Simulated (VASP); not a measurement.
# KF (Fm-3m) in VASP: a series of runs, part 2 of 2

VASP 6.6.1. The steps go on from the part before.

## Step 3: Single point, PBE (20.31 Å³/atom)

This run uses another cell than the first one, of 20.31 Å³/atom.

INCAR

```
SYSTEM = KF
ALGO = Normal
EDIFF = 1E-6
ENCUT = 520
GGA = PE
ISIF = 2
ISMEAR = 0
LASPH = .True.
LCHARG = .False.
LREAL = .False.
LWAVE = .False.
NBANDS = 15
NELM = 80
PREC = Accurate
SIGMA = 0.05
```

KPOINTS

```
k-points
0
Gamma
  12 12 12
  0 0 0
```

POSCAR

```
KF
1.0
    0.0000000000      2.7281951348      2.7281951348
    2.7281951348      0.0000000000      2.7281951348
    2.7281951348      2.7281951348      0.0000000000
K F
1 1
Direct
    0.0000000000      0.0000000000      0.0000000000
    0.5000000000      0.5000000000      0.5000000000
```

Potentials or basis: VASP PAW PBE potentials, release 64 (K_sv, F).

The run is started by

```console
$ cat potpaw_PBE.64/K_sv/POTCAR potpaw_PBE.64/F/POTCAR > POTCAR
$ mpirun -np 1 vasp_std > vasp.out
```

OUTCAR:

```text
SYSTEM = KF
   EDIFF = 1E-6
   ENCUT = 520
   GGA = PE
   ISIF = 2
   ISMEAR = 0
   LASPH = .True.
   LREAL = .False.
   NELM = 80
   PREC = Accurate

 ion  position               nearest neighbor table
   1  0.000  0.000  0.000-   2 2.73   2 2.73   2 2.73   2 2.73   2 2.73   2 2.73
   2  0.500  0.500  0.500-   1 2.73   1 2.73   1 2.73   1 2.73   1 2.73   1 2.73

  LATTYP: Found a face centered cubic cell.
 ALAT       =     5.4563902696

  Lattice vectors:

 A1 = (   0.0000000000,   2.7281951348,   2.7281951348)
 A2 = (   2.7281951348,   0.0000000000,   2.7281951348)
 A3 = (   2.7281951348,   2.7281951348,   0.0000000000)

Analysis of symmetry for initial positions (statically):
=====================================================================
 Subroutine PRICEL returns:
 Original cell was already a primitive cell.

 Routine SETGRP: Setting up the symmetry group for a
 face centered cubic supercell.

 Subroutine GETGRP returns: Found 48 space group operations
 (whereof 48 operations were pure point group operations)
 out of a pool of 48 trial point group operations.

The static configuration has the point symmetry O_h .
[... 175 lines left out ...]
      5     -12.5712      2.00000
      6      -2.9621      2.00000
      7      -2.9621      2.00000
      8      -2.9621      2.00000
      9       2.8871      0.00000
     10       7.5384      0.00000
     11       7.5384      0.00000
     12       7.5384      0.00000
     13       9.1289      0.00000
     14       9.1289      0.00000
[... 401 lines left out ...]
      2     -21.6336      2.00000
      3     -12.8268      2.00000
      4     -12.6952      2.00000
      5     -12.6246      2.00000
      6      -3.5626      2.00000
      7      -3.2404      2.00000
      8      -3.2088      2.00000
      9       6.0361      0.00000
     10       6.9586      0.00000
     11       8.5328      0.00000
     12       9.1394      0.00000
     13      10.6437      0.00000
     14      11.2967      0.00000
     15      12.0031      0.00000

 [... further k-points ...]

------------------------ aborting loop because EDIFF is reached ----------------------------------------

  FORCE on cell =-STRESS in cart. coord.  units (eV):
  Direction    XX          YY          ZZ          XY          YZ          ZX
  --------------------------------------------------------------------------------------
  -------------------------------------------------------------------------------------
  Total       -0.1374984     -0.1374984     -0.1374984      0.0000000      0.0000000      0.0000000
  in kB       -5.4244032     -5.4244032     -5.4244032      0.0000000      0.0000000      0.0000000
  external PRESSURE =      -5.4244032 kB  Pullay stress =       0.0000000 kB

 VOLUME and BASIS-vectors are now :
 -----------------------------------------------------------------------------
  energy-cutoff  :      520.00
  volume of cell :       40.61
      direct lattice vectors                 reciprocal lattice vectors
     0.000000000  2.728195135  2.728195135    -0.183271348  0.183271348  0.183271348
     2.728195135  0.000000000  2.728195135     0.183271348 -0.183271348  0.183271348
     2.728195135  2.728195135  0.000000000     0.183271348  0.183271348 -0.183271348

 POSITION                                       TOTAL-FORCE (eV/Angst)
 -----------------------------------------------------------------------------------
      0.00000      0.00000      0.00000        -0.000000      0.000000     -0.000000
      2.72820      2.72820      2.72820         0.000000     -0.000000      0.000000
 -----------------------------------------------------------------------------------
    total drift:                                0.000000      0.000000      0.000000

  FREE ENERGIE OF THE ION-ELECTRON SYSTEM (eV)
  ---------------------------------------------------
  free  energy   TOTEN  =        -8.2988871937 eV

  energy  without entropy=       -8.2988871937  energy(sigma->0) =       -8.29888719
```

OSZICAR:

```text
N       E                     dE             d eps       ncg     rms          rms(c)
DAV:   1     0.111707490064E+03    0.11171E+03   -0.82281E+03  2160   0.103E+03
DAV:   2    -0.476648160699E+01   -0.11647E+03   -0.10714E+03  2800   0.280E+02
DAV:   3    -0.943778162279E+01   -0.46713E+01   -0.46497E+01  2841   0.508E+01
DAV:   4    -0.958180290815E+01   -0.14402E+00   -0.14400E+00  2905   0.786E+00
DAV:   5    -0.958330518346E+01   -0.15023E-02   -0.15023E-02  2942   0.749E-01    0.625E+00
DAV:   6    -0.833436249453E+01    0.12489E+01   -0.36245E+00  2286   0.142E+01    0.370E+00
DAV:   7    -0.830209643985E+01    0.32266E-01   -0.66232E-02  2657   0.221E+00    0.206E+00
DAV:   8    -0.829644473043E+01    0.56517E-02   -0.54626E-02  2391   0.227E+00    0.199E-01
DAV:   9    -0.829812944829E+01   -0.16847E-02   -0.37659E-03  2762   0.509E-01    0.122E-01
DAV:  10    -0.829874978346E+01   -0.62034E-03   -0.48208E-04  2307   0.185E-01    0.656E-02
DAV:  11    -0.829888695424E+01   -0.13717E-03   -0.13210E-04  2321   0.943E-02    0.186E-02
DAV:  12    -0.829888704606E+01   -0.91812E-07   -0.11531E-05  2587   0.326E-02    0.418E-03
DAV:  13    -0.829888719374E+01   -0.14769E-06   -0.21138E-06  2426   0.127E-02
   1 F= -.82988872E+01 E0= -.82988872E+01  d E =-.339542E-15
```

stdout:

```text
POSCAR found type information on POSCAR K F
 POSCAR found :  2 types and       2 ions
 scaLAPACK will be used
 LDA part: xc-table for (Slater+PW92), standard interpolation
 POSCAR, INCAR and KPOINTS ok, starting setup
 FFT: planning ... GRIDC
 FFT: planning ... GRID_SOFT
 FFT: planning ... GRID
 WAVECAR not read
 entering main loop
```

It took 94 s on 1 thread of AMD EPYC 7R13, shared host; peak memory 0.16 GiB.

What came out:

| Property | Result |
| --- | --- |
| Free energy | -8.2989 eV |
| Pressure | -0.5 GPa |
| Band gap on the k mesh | 5.85 eV |

Levels at points of the mesh, in eV from the valence-band top:
```tsv
k point	band 4	band 5	band 6	band 7	band 8	band 9	band 10	band 11	band 12	band 13
(0.00, 0.00, 0.00)	-9.61	-9.61	0.00	0.00	0.00	5.85	10.50	10.50	10.50	12.09
(0.50, 0.00, 0.00)	-9.64	-9.64	-0.73	-0.30	-0.30	8.80	10.15	11.77	11.77	13.89
(0.50, 0.50, 0.00)	-9.78	-9.78	-0.24	-0.07	-0.07	8.14	9.96	11.32	13.28	13.84
```

## Step 4: Single point, PBE (20.70 Å³/atom)

This run uses another cell than the first one, of 20.70 Å³/atom.

INCAR

```
  ALGO = Normal
  EDIFF = 1E-7
  ENCUT = 520
  GGA = PE
  ISIF = 2
  ISMEAR = 0
  LASPH = True
  LCHARG = False
  LREAL = False
  LWAVE = False
  NBANDS = 15
  NELM = 100
  PREC = Accurate
  SIGMA = 0.05
```

KPOINTS

```
k-points
0
Gamma
  12 12 12
```

POSCAR

```
KF
1.0
    0.0000000000      2.7459111841      2.7459111841
    2.7459111841      0.0000000000      2.7459111841
    2.7459111841      2.7459111841      0.0000000000
K F
1 1
Direct
    0.0000000000      0.0000000000      0.0000000000
    0.5000000000      0.5000000000      0.5000000000
```

The run is started by

```console
$ cat potpaw_PBE.64/K_sv/POTCAR potpaw_PBE.64/F/POTCAR > POTCAR
$ mpirun -np 1 vasp_std > vasp.out
```

Wall time 99 s (1 thread of AMD EPYC 7R13, shared host); peak memory 0.16 GiB.

The run converged. Its results:

```
Free energy            : -8.2958 eV
Pressure               : -1.0 GPa
Band gap on the k mesh : 5.76 eV
```

Levels at points of the mesh, in eV from the valence-band top:
| k point | band 6 | band 7 | band 8 | band 9 | band 10 | band 11 |
| --- | --- | --- | --- | --- | --- | --- |
| (0.00, 0.00, 0.00) | 0.00 | 0.00 | 0.00 | 5.76 | 10.44 | 10.44 |
| (0.50, 0.00, 0.00) | -0.71 | -0.29 | -0.29 | 8.72 | 10.01 | 11.68 |
| (0.50, 0.50, 0.00) | -0.24 | -0.07 | -0.07 | 8.12 | 9.85 | 11.17 |

A k mesh can miss the band edges. A hybrid or GW would open this gap; PBE tends to underestimate it.

## Step 5: Summary

```tsv
cell	gap on the mesh (eV)	pressure (GPa)
a = 3.833 Å, angles 60.0°, 2 atoms	5.95	0.0
a = 3.858 Å, angles 60.0°, 2 atoms	5.85	-0.5
a = 3.883 Å, angles 60.0°, 2 atoms	5.76	-1.0
```

Alike in all rows: task single point; level PBE; potentials or basis VASP PAW PBE potentials, release 64 (K_sv, F); no spin polarisation; k mesh 12 × 12 × 12; cutoff (eV) 520; smearing gaussian 0.05 eV.

Total energies depend on the potentials used, so only differences within one code and one set of settings carry meaning.
